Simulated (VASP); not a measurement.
Runs of VASP 6.6.1 on Li. The structure is that of space group Fm-3m (No. 225), or close to it. The cells are those of the table. 

| task | level | potentials or basis | cell | cutoff (eV) | gap on the mesh (eV) | pressure (GPa) | relaxed volume (Å³/atom) |
| --- | --- | --- | --- | --- | --- | --- | --- |
| single point | BLYP+D3(BJ) | VASP PAW PBE potentials, release 64 (Li_sv) | a = 2.805 Å, angles 60.0°, 1 atom | 520 | none | - | - |
| single point | LDA | VASP PAW LDA potentials, release 64 (Li_sv) | a = 2.994 Å, angles 60.0°, 1 atom | 520 | none | - | - |
| relaxation of cell and atoms | BLYP+D3(BJ) | VASP PAW PBE potentials, release 64 (Li_sv) | relaxed from a = 3.114 Å, angles 60.0°, 1 atom | 600 | none | 0.0 | (a) |
| relaxation of cell and atoms | LDA | VASP PAW LDA potentials, release 64 (Li_sv) | relaxed from a = 3.114 Å, angles 60.0°, 1 atom | 600 | none | 0.0 | 18.68 |
| relaxation of cell and atoms | PBEsol+D3(BJ) | VASP PAW PBE potentials, release 64 (Li_sv) | relaxed from a = 3.114 Å, angles 60.0°, 1 atom | 600 | none | 0.0 | 18.17 |
| single point | PBEsol+D3(BJ) | VASP PAW PBE potentials, release 64 (Li_sv) | a = 2.966 Å, angles 60.0°, 1 atom | 520 | none | - | - |

Alike in all rows: no spin polarisation; k mesh 13 × 13 × 13; smearing methfessel-paxton 0.1 eV.

Estimate the missing entries.

(a) 15.55.

Caveats: the cutoff is under 1.25 times the usual one of these potentials, so pressure, stress and relaxed cells hold a basis-set (Pulay) error; the PAW data sets were made with another functional, which shifts forces and pressure a little (some runs); pairwise dispersion overbinds metals, which lowers pressure and volume (some runs); the volume moved by over 15 % at a fixed basis, so the end points are rough (some runs); the volume moved by -27 % from the deposited cell, more than functionals usually miss (some runs); the volume moved by -13 % from the deposited cell, more than functionals usually miss (some runs); the volume moved by -15 % from the deposited cell, more than functionals usually miss (some runs).

A gap of «none» marks levels without a gap at the run's occupations.
